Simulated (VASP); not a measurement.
Wanted: the native input for a VASP 6.6.1 run.

| Property | Result |
| --- | --- |
| Task | single point |
| Functional | PBEsol |
| Potentials or basis | VASP PAW PBE potentials, release 64 (Li_sv, H) |
| Cutoff | 520 eV |
| k mesh | 8 × 8 × 6 |
| Occupations | gaussian, width 0.02 eV |
| Spin | no spin polarisation |
| Dipole correction | no |
| Further INCAR settings | ALGO = Normal; EDIFF = 1e-06; NBANDS = 12 |

The structure of LiH lies in POSCAR:

```
LiH
1.0
    1.9899771082      1.9899771082      0.0000000000
   -1.9899771082      1.9899771082      0.0000000000
    0.0000000000      0.0000000000      4.0993528428
Li H
2 2
Direct
    0.0000000000      0.0000000000      0.0000000000
    0.5000000000      0.5000000000      0.5000000000
    0.5000000000      0.5000000000      0.0000000000
    0.0000000000      0.0000000000      0.5000000000
```

This cell differs from its parent crystal: strain along c alone, the other axes held: +3.0 %.

One way to write it, as run:

INCAR

```
PREC     = Accurate       # precision mode
ENCUT    = 520            # plane-wave cutoff, eV
EDIFF    = 1E-6           # SCF threshold, eV
ISMEAR   = 0              # smearing method
SIGMA    = 0.02           # smearing width, eV
LREAL    = F              # projectors in reciprocal space
LASPH    = T              # aspherical terms in the spheres
NELM     = 60             # most SCF steps
ALGO     = Normal         # electronic algorithm
ISIF     = 2              # what is computed and relaxed
LWAVE    = F              # write WAVECAR
LCHARG   = F              # write CHGCAR
GGA      = PS             # functional
NBANDS   = 12             # bands
```

KPOINTS

```
regular mesh
0
Gamma
  8 8 6
```

Potentials or basis: VASP PAW PBE potentials, release 64 (Li_sv, H).

Launch:

```sh
$ cat potpaw_PBE.64/Li_sv/POTCAR potpaw_PBE.64/H/POTCAR > POTCAR
$ mpirun -np 1 vasp_std > vasp.out
```

Results of the run:

```json
{
  "Band gap on the k mesh": "2.42 eV"
}
```

Caveat: the cell differs from its parent crystal (strain along c alone, the other axes held: +3.0 %).

It took 11 s on 1 thread of Intel(R) Xeon(R) Platinum 8259CL CPU @ 2.50GHz (Skylake/Cascade Lake) (shared host), peak memory 0.15 GiB.
